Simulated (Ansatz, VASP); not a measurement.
## One calculation of TiO2, two programs

Contents of INCAR:

```
SYSTEM = TiO2
PREC = Accurate
ENCUT = 520
EDIFF = 1E-6
ISMEAR = 0
SIGMA = 0.1
LREAL = .False.
LASPH = .True.
NELM = 150
ALGO = Normal
ISIF = 2
LWAVE = .False.
LCHARG = .False.
ISPIN = 2
MAGMOM = 1 1 0 0 0 0
LORBIT = 11
LMAXMIX = 4
LDAU = .True.
LDAUTYPE = 2
LDAUL = 2 -1
LDAUU = 4 0
LDAUJ = 0 0
LDAUPRINT = 1
GGA = PE
NBANDS = 37
```

File KPOINTS:

```
regular mesh
0
Gamma
  6 6 6
  0 0 0
```

POSCAR

```
TiO2
1.0
   -1.8912698400      1.8912698400      4.8075107874
    1.8912698400     -1.8912698400      4.8075107874
    1.8912698400      1.8912698400     -4.8075107874
Ti O
2 4
Direct
    0.0000000000      0.0000000000      0.0000000000
    0.7500000000      0.2500000000      0.5000000000
    0.9571521200      0.4571521200      0.5000000000
    0.2071521200      0.2071521200      0.0000000000
    0.5428478800      0.0428478800      0.5000000000
    0.7928478800      0.7928478800      0.0000000000
```

Input for Ansatz:

```yaml
crystal:
  lattice:
    - [-1.89126984, 1.89126984, 4.8075107874]
    - [1.89126984, -1.89126984, 4.8075107874]
    - [1.89126984, 1.89126984, -4.8075107874]
  atoms:
    - { symbol: Ti, position: [0.0, 0.0, 0.0], spin: 1.0 }
    - { symbol: Ti, position: [0.75, 0.25, 0.5], spin: 1.0 }
    - { symbol: O, position: [0.95715212, 0.45715212, 0.5] }
    - { symbol: O, position: [0.20715212, 0.20715212, 0.0] }
    - { symbol: O, position: [0.54284788, 0.04284788, 0.5] }
    - { symbol: O, position: [0.79284788, 0.79284788, 0.0] }
basis:
  ecutwfc: 420
kpoints:
  mp_grid: { grid: [6, 6, 6] }
hamiltonian:
  xc: pbe
  hubbard: { sites: [{ species: Ti, l: d, u_eff: 4.0 }] }
scf:
  occupations: { method: gaussian, width: 0.1 }
  lower_state_search: "off"
output:
  forces: true
  stress: true
  eigenvalues: true
  populations: true
magnetization:
  spin_polarized: true
```

Alike in both runs: task single point; functional PBE; k mesh 6 × 6 × 6; occupations gaussian, width 0.1 eV; collinear spin; Hubbard terms Ti d U = 4.0 eV.

|  | VASP | Ansatz |
| --- | --- | --- |
| version | VASP 6.6.1 | Ansatz 0.2.0 |
| potentials or method | VASP PAW PBE potentials, release 64 (Ti_sv, O), cutoff 520 eV | scalar-relativistic, plane waves, PAW |
| valence electrons in the cell | 48 | 48 |

Ansatz gave:

* gap on the k mesh at the Fermi level (eV): 2.70
* least direct gap on the mesh (eV): 3.00
* pressure (GPa): 6.7
* traceless stress, the component that is largest in VASP (GPa): -0.53
* rms of the force components (eV/Å): 0.003
* net moment per atom (μB): 0.00

Task: Estimate VASP's values.

Result: gap on the k mesh at the Fermi level (eV): 2.74; least direct gap on the mesh (eV): 3.05; pressure (GPa): 11.4; traceless stress, the component that is largest in VASP (GPa): -1.29; rms of the force components (eV/Å): 0.077; net moment per atom (μB): 0.00.

The programs project onto different local orbitals, so the same U acts differently, and such runs can settle in different states. Atom by atom the forces differ by 0.074 eV/Å (rms over components). Ansatz's warnings: seeded moment not kept.
